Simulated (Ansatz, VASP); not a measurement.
**Two plane-wave programs on Y**

```
Y
1.0
     3.64254    0.00000    0.00000
    -1.82127    3.15454    0.00000
     0.00000    0.00000   11.84413
Y
4
Direct
  0.66667 0.33333 0.75000
  0.00000 0.00000 0.50000
  0.33333 0.66667 0.25000
  0.00000 0.00000 0.00000
```

Alike in both runs: task relaxation of cell and atoms; functional PBE; k mesh 8 × 8 × 3; occupations fermi-dirac, width 0.05 eV; no spin polarisation.

|  | VASP | Ansatz |
| --- | --- | --- |
| version | VASP 6.6.1 | Ansatz 0.2.0 |
| potentials or method | VASP PAW PBE potentials, release 64 (Y_sv) | Ansatz PAW |
| plane-wave cutoff (eV) | 600 | 420 |
| valence electrons in the cell | 44 | 44 |

Ansatz gave:

| Property | Result |
| --- | --- |
| gap on the k mesh at the Fermi level, each at its own relaxed structure (eV) | none |
| relaxed volume (Å³/atom) | 32.45 |
| relaxed cell length with the largest relative difference (Å) | 11.596 |

What did VASP give for the same quantities?

gap on the k mesh at the Fermi level, each at its own relaxed structure (eV): none; relaxed volume (Å³/atom): 32.40; relaxed cell length with the largest relative difference (Å): 11.590.

A gap of «none» marks a metal or a gap that the smearing closes.

Noted on Ansatz's run: the plane-wave basis is chosen anew once the cell has moved, so the energies of steps on either side of that aren't comparable.
